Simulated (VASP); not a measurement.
# Ru (P6_3/mmc) in VASP: notebook

Ru is run at these levels: LDA, PBEsol, PBE; tasks: electric field gradients.

Everything below comes from runs of VASP 6.6.1. Logs are shortened: lines on timing, memory, paths and dates and some standing lists are left out, and cuts for length are marked.

## (1) The cell of the first run

It takes space group P6_3/mmc (No. 194, hexagonal). The conventional cell has a = 2.708 Å, b = 2.708 Å, c = 4.268 Å, α = 90.00°, β = 90.00°, γ = 120.00°. Ru (site symmetry -6m2) has 12 Ru at 2.65 to 2.71 Å within 3.5 Å.

## (2) Electric field gradients, LDA

INCAR

```
PREC = Accurate ; ENCUT = 520
EDIFF = 1E-8 ; ISMEAR = -1
SIGMA = 0.05 ; LREAL = False
LASPH = True ; NELM = 100
ALGO = Normal ; ISIF = 2
LWAVE = False ; LCHARG = False
LEFG = True ; NBANDS = 21
```

KPOINTS

```
Automatic mesh
0
Gamma
  14 14 8
```

POSCAR

```
Ru
1.0
    2.7078263433      0.0000000000      0.0000000000
   -1.3539131716      2.3450464023      0.0000000000
    0.0000000000      0.0000000000      4.2681017800
Ru
2
Direct
    0.3333333333      0.6666666667      0.2500000000
    0.6666666667      0.3333333333      0.7500000000
```

Potentials or basis: VASP PAW LDA potentials, release 64 (Ru_pv).

Started as:

```bash
> cat potpaw_LDA.64/Ru_pv/POTCAR > POTCAR
> mpirun -np 1 vasp_std > vasp.out
```

OUTCAR:

```text
PREC = Accurate
   ENCUT = 520
   EDIFF = 1E-8
   ISMEAR = -1
   LREAL = False
   LASPH = True
   NELM = 100
   ISIF = 2

 ion  position               nearest neighbor table
   1  0.333  0.667  0.250-   2 2.65   2 2.65   2 2.65   2 2.65   2 2.65   2 2.65
   2  0.667  0.333  0.750-   1 2.65   1 2.65   1 2.65   1 2.65   1 2.65   1 2.65

  LATTYP: Found a hexagonal cell.
 ALAT       =     2.7078263433
 C/A-ratio  =     1.5762095640

  Lattice vectors:

 A1 = (   2.7078263433,   0.0000000000,   0.0000000000)
 A2 = (  -1.3539131716,   2.3450464023,   0.0000000000)
 A3 = (   0.0000000000,   0.0000000000,   4.2681017800)

Analysis of symmetry for initial positions (statically):
=====================================================================
 Subroutine PRICEL returns:
 Original cell was already a primitive cell.

 Routine SETGRP: Setting up the symmetry group for a
 hexagonal supercell.

 Subroutine GETGRP returns: Found 24 space group operations
 (whereof 12 operations were pure point group operations)
 out of a pool of 24 trial point group operations.

The static configuration has the point symmetry D_3d.
 The point group associated with its full space group is D_6h.

Analysis of symmetry for dynamics (positions and initial velocities):
=====================================================================
 Subroutine PRICEL returns:
 Original cell was already a primitive cell.

 Routine SETGRP: Setting up the symmetry group for a
 hexagonal supercell.

 Subroutine GETGRP returns: Found 24 space group operations
 (whereof 12 operations were pure point group operations)
 out of a pool of 24 trial point group operations.

The dynamic configuration has the point symmetry D_3d.
 The point group associated with its full space group is D_6h.

 Subroutine INISYM returns: Found 24 space group operations
 (whereof 12 operations are pure point group operations),
 and found     1 'primitive' translations

----------------------------------------------------------------------------------------

                                     Primitive cell

  volume of cell :      27.1024

  direct lattice vectors                    reciprocal lattice vectors
[... 121 lines left out ...]
 maximum number of plane-waves:       752
   NGX = 11   NGY = 11   NGZ = 15

 number of electron      28.0000006 magnetization

 Free energy of the ion-electron system (eV)
  ---------------------------------------------------
  ext. energy  EPLUGINS =         0.00000000
  ---------------------------------------------------
  free energy    TOTEN  =       -21.36387617 eV

  energy without entropy =      -21.34767576  energy(sigma->0) =      -21.35577596

 E-fermi :  12.7221     XC(G=0): -14.3930

 val. band max:       12.7083196442   @ k =   0.0000   0.0000   0.3750
 cond. band min:      12.7381356054   @ k =   0.2857   0.1429   0.0000
 fundamental gap:      0.0298159612
 Fermi energy:        12.7220755837

 k-point     1 :       0.0000    0.0000    0.0000
  band No.  band energies     occupation
      1     -30.7516      2.00000
      2     -29.7905      2.00000
      3     -29.7905      2.00000
      4     -29.6129      2.00000
      5     -29.6129      2.00000
      6     -29.5716      2.00000
[... 565 lines left out ...]
     20      22.6967      0.00000
     21      22.6970      0.00000

 [... further k-points ...]

------------------------ aborting loop because EDIFF is reached ----------------------------------------

  FORCE on cell =-STRESS in cart. coord.  units (eV):
  Direction    XX          YY          ZZ          XY          YZ          ZX
  --------------------------------------------------------------------------------------
  -------------------------------------------------------------------------------------
  Total       -1.8107024     -1.8107024     -1.8649123     -0.0000000      0.0000000      0.0000000
  in kB     -107.0411186   -107.0411186   -110.2457811     -0.0000000      0.0000000      0.0000000
  external PRESSURE =    -108.1093394 kB  Pullay stress =       0.0000000 kB

 VOLUME and BASIS-vectors are now :
 -----------------------------------------------------------------------------
  energy-cutoff  :      520.00
  volume of cell :       27.10
      direct lattice vectors                 reciprocal lattice vectors
     2.707826343  0.000000000  0.000000000     0.369299901  0.213215397  0.000000000
    -1.353913172  2.345046402  0.000000000     0.000000000  0.426430794  0.000000000
     0.000000000  0.000000000  4.268101780     0.000000000  0.000000000  0.234296193

 POSITION                                       TOTAL-FORCE (eV/Angst)
 -----------------------------------------------------------------------------------
     -0.00000      1.56336      1.06703         0.000000     -0.000000      0.000000
      1.35391      0.78168      3.20108        -0.000000      0.000000      0.000000
 -----------------------------------------------------------------------------------
    total drift:                               -0.000000      0.000000     -0.000000

  FREE ENERGIE OF THE ION-ELECTRON SYSTEM (eV)
  ---------------------------------------------------
  free  energy   TOTEN  =       -21.3638761671 eV

  energy  without entropy=      -21.3476757601  energy(sigma->0) =      -21.35577596

 Electric field gradients (V/A^2)
---------------------------------------------------------------------
 ion       V_xx      V_yy      V_zz      V_xy      V_xz      V_yz
---------------------------------------------------------------------
   1       8.058     8.061   -16.119     0.002     0.000    -0.000
   2       8.058     8.061   -16.119     0.002    -0.000     0.000
---------------------------------------------------------------------

 Electric field gradients after diagonalization (V/A^2)
 (convention: |V_zz| > |V_xx| > |V_yy|)
----------------------------------------------------------------------
 ion       V_xx      V_yy      V_zz     asymmetry (V_yy - V_xx)/ V_zz
----------------------------------------------------------------------
   1       8.062     8.057   -16.119       0.000
   2       8.062     8.057   -16.119       0.000
----------------------------------------------------------------------

           NMR quadrupolar parameters

 Cq : quadrupolar parameter    Cq=e*Q*V_zz/h
 eta: asymmetry parameters     (V_yy - V_xx)/ V_zz
 Q  : nuclear electric quadrupole moment in mb (millibarn)
----------------------------------------------------------------------
 ion       Cq(MHz)       eta       Q (mb)
----------------------------------------------------------------------
   1      -0.039       0.000       1.000
   2      -0.039       0.000       1.000
----------------------------------------------------------------------
```

It took 35 s on 1 thread of AMD EPYC 7R43 (Zen 3), shared host; peak memory 0.13 GiB.

What came out:

- Free energy: -21.3639 eV
- Pressure: -10.8 GPa
- Band gap on the k mesh: zero (bands 14 and 15 overlap by 3.17 eV)
- Largest electric field gradient by atom: Ru -16.1 V/Å²

Stress tensor (GPa, compression positive):
```
-10.70   0.00   0.00
  0.00 -10.70   0.00
  0.00   0.00 -11.02
```

Levels at points of the mesh, in eV from the Fermi level:
```csv
k point,band 10,band 11,band 12,band 13,band 14,band 15,band 16,band 17,band 18,band 19
"(0.00, 0.00, 0.00)",-2.62,-2.41,-1.92,-1.92,-1.43,-1.43,1.20,1.20,1.34,9.96
"(0.50, 0.00, 0.00)",-3.06,-2.06,-1.81,-1.51,1.43,1.86,1.96,4.08,6.12,9.97
"(0.00, 0.00, 0.50)",-2.79,-2.79,-2.79,-2.71,-2.71,0.56,0.56,0.56,0.56,9.97
"(0.50, 0.00, 0.50)",-4.54,-1.08,-1.08,0.45,0.45,1.69,1.69,3.40,3.40,9.97
```

Electric field gradients, principal values (V/Å²):
| atom | least | middle | greatest (by size) |
| --- | --- | --- | --- |
| 1 Ru | 8.057 | 8.062 | -16.119 |
| 2 Ru | 8.057 | 8.062 | -16.119 |

Caveat: the cell stands under tension; without QUAD_EFG the Cq values of the log hold for a quadrupole moment of 1 mb, not for the nuclei.

## (3) Electric field gradients, PBEsol

INCAR

```
ALGO = Normal
EDIFF = 1E-8
ENCUT = 520
GGA = PS
ISIF = 2
ISMEAR = -1
LASPH = T
LCHARG = F
LEFG = T
LREAL = F
LWAVE = F
NBANDS = 21
NELM = 60
PREC = Accurate
SIGMA = 0.05
```

KPOINTS

```
k-points
0
Gamma
  14 14 8
```

POSCAR is that of step 2.

Potentials or basis: VASP PAW PBE potentials, release 64 (Ru_pv).

Started as:

```bash
> cat potpaw_PBE.64/Ru_pv/POTCAR > POTCAR
> mpirun -np 1 vasp_std > vasp.out
```

OUTCAR:

```text
EDIFF = 1E-8
   ENCUT = 520
   GGA = PS
   ISIF = 2
   ISMEAR = -1
   LASPH = T
   LREAL = F
   NELM = 60
   PREC = Accurate

 ion  position               nearest neighbor table
   1  0.333  0.667  0.250-   2 2.65   2 2.65   2 2.65   2 2.65   2 2.65   2 2.65
   2  0.667  0.333  0.750-   1 2.65   1 2.65   1 2.65   1 2.65   1 2.65   1 2.65

  LATTYP: Found a hexagonal cell.
 ALAT       =     2.7078263433
 C/A-ratio  =     1.5762095640

  Lattice vectors:

[... 789 lines left out ...]

  FREE ENERGIE OF THE ION-ELECTRON SYSTEM (eV)
  ---------------------------------------------------
  free  energy   TOTEN  =       -20.3366797653 eV

  energy  without entropy=      -20.3202929274  energy(sigma->0) =      -20.32848635

 Electric field gradients (V/A^2)
---------------------------------------------------------------------
 ion       V_xx      V_yy      V_zz      V_xy      V_xz      V_yz
---------------------------------------------------------------------
   1       7.734     7.736   -15.470     0.002     0.000    -0.000
   2       7.734     7.736   -15.470     0.002    -0.000     0.000
---------------------------------------------------------------------

 Electric field gradients after diagonalization (V/A^2)
 (convention: |V_zz| > |V_xx| > |V_yy|)
----------------------------------------------------------------------
 ion       V_xx      V_yy      V_zz     asymmetry (V_yy - V_xx)/ V_zz
----------------------------------------------------------------------
   1       7.737     7.733   -15.470       0.000
   2       7.737     7.733   -15.470       0.000
----------------------------------------------------------------------

           NMR quadrupolar parameters

 Cq : quadrupolar parameter    Cq=e*Q*V_zz/h
 eta: asymmetry parameters     (V_yy - V_xx)/ V_zz
 Q  : nuclear electric quadrupole moment in mb (millibarn)
----------------------------------------------------------------------
 ion       Cq(MHz)       eta       Q (mb)
----------------------------------------------------------------------
   1      -0.037       0.000       1.000
   2      -0.037       0.000       1.000
----------------------------------------------------------------------
```

stdout:

```text
POSCAR found type information on POSCAR Ru
 POSCAR found :  1 types and       2 ions
 scaLAPACK will be used
 -----------------------------------------------------------------------------
|                                                                             |
|                                                                             |
|     You enforced a specific xc type in the INCAR file but a different       |
|     I HOPE YOU KNOW WHAT YOU ARE DOING!                                     |
|                                                                             |
 -----------------------------------------------------------------------------

 LDA part: xc-table for (Slater+PW92), standard interpolation
 POSCAR, INCAR and KPOINTS ok, starting setup
 FFT: planning ... GRIDC
 FFT: planning ... GRID_SOFT
 FFT: planning ... GRID
 WAVECAR not read
 entering main loop
ion   1

ion   2
```

Run time: 40 s. Hardware: 1 thread of AMD EPYC 7R43 (Zen 3), shared host; peak memory 0.14 GiB.

What came out:

```yaml
Free_energy: -20.3367 eV
Pressure: -5.7 GPa
Band_gap_on_the_k_mesh: zero (bands 14 and 15 overlap by 3.17 eV)
Largest_electric_field_gradient_by_atom: Ru -15.5 V/Å²
```

Electric field gradients, principal values (V/Å²):
```csv
atom,least,middle,greatest (by size)
1 Ru,7.733,7.737,-15.470
2 Ru,7.733,7.737,-15.470
```

Caveat: the cell stands under tension; without QUAD_EFG the Cq values of the log hold for a quadrupole moment of 1 mb, not for the nuclei; the PAW data sets were made with another functional, which shifts forces and pressure a little.

## (4) Electric field gradients, PBE

INCAR

```
PREC = Accurate
ENCUT = 520
EDIFF = 1E-8
ISMEAR = -1
SIGMA = 0.05
LREAL = F
LASPH = T
NELM = 100
ALGO = Normal
ISIF = 2
LWAVE = F
LCHARG = F
GGA = PE
LEFG = T
NBANDS = 21
```

KPOINTS

```
regular mesh
0
Gamma
  14 14 8
```

POSCAR is that of step 3.

Potentials or basis: VASP PAW PBE potentials, release 64 (Ru_pv).

Started as:

```bash
> cat potpaw_PBE.64/Ru_pv/POTCAR > POTCAR
> mpirun -np 1 vasp_std > vasp.out
```

OUTCAR:

```text
PREC = Accurate
   ENCUT = 520
   EDIFF = 1E-8
   ISMEAR = -1
   LREAL = F
   LASPH = T
   NELM = 100
   ISIF = 2
   GGA = PE

 ion  position               nearest neighbor table
   1  0.333  0.667  0.250-   2 2.65   2 2.65   2 2.65   2 2.65   2 2.65   2 2.65
   2  0.667  0.333  0.750-   1 2.65   1 2.65   1 2.65   1 2.65   1 2.65   1 2.65

  LATTYP: Found a hexagonal cell.
 ALAT       =     2.7078263433
 C/A-ratio  =     1.5762095640

  Lattice vectors:

 A1 = (   2.7078263433,   0.0000000000,   0.0000000000)
 A2 = (  -1.3539131716,   2.3450464023,   0.0000000000)
 A3 = (   0.0000000000,   0.0000000000,   4.2681017800)

Analysis of symmetry for initial positions (statically):
=====================================================================
 Subroutine PRICEL returns:
 Original cell was already a primitive cell.

 Routine SETGRP: Setting up the symmetry group for a
 hexagonal supercell.

 Subroutine GETGRP returns: Found 24 space group operations
 (whereof 12 operations were pure point group operations)
 out of a pool of 24 trial point group operations.

The static configuration has the point symmetry D_3d.
 The point group associated with its full space group is D_6h.

Analysis of symmetry for dynamics (positions and initial velocities):
=====================================================================
 Subroutine PRICEL returns:
 Original cell was already a primitive cell.

 Routine SETGRP: Setting up the symmetry group for a
 hexagonal supercell.

 Subroutine GETGRP returns: Found 24 space group operations
 (whereof 12 operations were pure point group operations)
[... 157 lines left out ...]
 k-point     1 :       0.0000    0.0000    0.0000
  band No.  band energies     occupation
      1     -30.7919      2.00000
      2     -29.8486      2.00000
      3     -29.8486      2.00000
      4     -29.6738      2.00000
      5     -29.6738      2.00000
      6     -29.6320      2.00000
[... 565 lines left out ...]
     20      23.2872      0.00000
     21      23.2873      0.00000

 [... further k-points ...]

------------------------ aborting loop because EDIFF is reached ----------------------------------------

  FORCE on cell =-STRESS in cart. coord.  units (eV):
  Direction    XX          YY          ZZ          XY          YZ          ZX
  --------------------------------------------------------------------------------------
  -------------------------------------------------------------------------------------
  Total        0.8445276      0.8445276      0.9235134      0.0000000      0.0000000     -0.0000000
  in kB       49.9249268     49.9249268     54.5942342      0.0000000      0.0000000     -0.0000000
  external PRESSURE =      51.4813626 kB  Pullay stress =       0.0000000 kB

 VOLUME and BASIS-vectors are now :
 -----------------------------------------------------------------------------
  energy-cutoff  :      520.00
  volume of cell :       27.10
      direct lattice vectors                 reciprocal lattice vectors
     2.707826343  0.000000000  0.000000000     0.369299901  0.213215397  0.000000000
    -1.353913172  2.345046402  0.000000000     0.000000000  0.426430794  0.000000000
     0.000000000  0.000000000  4.268101780     0.000000000  0.000000000  0.234296193

 POSITION                                       TOTAL-FORCE (eV/Angst)
 -----------------------------------------------------------------------------------
     -0.00000      1.56336      1.06703         0.000000     -0.000000      0.000000
      1.35391      0.78168      3.20108        -0.000000      0.000000      0.000000
 -----------------------------------------------------------------------------------
    total drift:                               -0.000000      0.000000     -0.000000

  FREE ENERGIE OF THE ION-ELECTRON SYSTEM (eV)
  ---------------------------------------------------
  free  energy   TOTEN  =       -18.4644600466 eV

  energy  without entropy=      -18.4481612074  energy(sigma->0) =      -18.45631063

 Electric field gradients (V/A^2)
---------------------------------------------------------------------
 ion       V_xx      V_yy      V_zz      V_xy      V_xz      V_yz
---------------------------------------------------------------------
   1       7.436     7.438   -14.874     0.002     0.000    -0.000
   2       7.436     7.438   -14.874     0.002    -0.000     0.000
---------------------------------------------------------------------

 Electric field gradients after diagonalization (V/A^2)
 (convention: |V_zz| > |V_xx| > |V_yy|)
----------------------------------------------------------------------
 ion       V_xx      V_yy      V_zz     asymmetry (V_yy - V_xx)/ V_zz
----------------------------------------------------------------------
   1       7.439     7.435   -14.874       0.000
   2       7.439     7.435   -14.874       0.000
----------------------------------------------------------------------

           NMR quadrupolar parameters

 Cq : quadrupolar parameter    Cq=e*Q*V_zz/h
 eta: asymmetry parameters     (V_yy - V_xx)/ V_zz
 Q  : nuclear electric quadrupole moment in mb (millibarn)
----------------------------------------------------------------------
 ion       Cq(MHz)       eta       Q (mb)
----------------------------------------------------------------------
   1      -0.036       0.000       1.000
   2      -0.036       0.000       1.000
----------------------------------------------------------------------
```

Run time: 49 s. Hardware: 1 thread of AMD EPYC 7R43 (Zen 3), shared host; peak memory 0.14 GiB.

What came out:

```
Free energy                             : -18.4645 eV
Pressure                                : 5.1 GPa
Band gap on the k mesh                  : zero (bands 14 and 15 overlap by 3.15 eV)
Largest electric field gradient by atom : Ru -14.9 V/Å²
```

Electric field gradients, principal values (V/Å²):
| atom | least | middle | greatest (by size) |
| --- | --- | --- | --- |
| 1 Ru | 7.435 | 7.439 | -14.874 |
| 2 Ru | 7.435 | 7.439 | -14.874 |

Caveat: the cell stands under pressure; without QUAD_EFG the Cq values of the log hold for a quadrupole moment of 1 mb, not for the nuclei.

## (5) Overview

```csv
level,potentials or basis,gap on the mesh (eV),pressure (GPa)
LDA,"VASP PAW LDA potentials, release 64 (Ru_pv)",none,-10.8
PBEsol,"VASP PAW PBE potentials, release 64 (Ru_pv)",none,-5.7
PBE,"VASP PAW PBE potentials, release 64 (Ru_pv)",none,5.1
```

Alike in all rows: task electric field gradients; no spin polarisation; cell as given; k mesh 14 × 14 × 8; cutoff (eV) 520; smearing fermi-dirac 0.05 eV.

Caveats: the cell stands under tension (at least some runs); the PAW data sets were made with another functional, which shifts forces and pressure a little (at least some runs); the cell stands under pressure (at least some runs).

Total energies depend on the potentials used, so only differences within one code and one set of settings carry meaning.
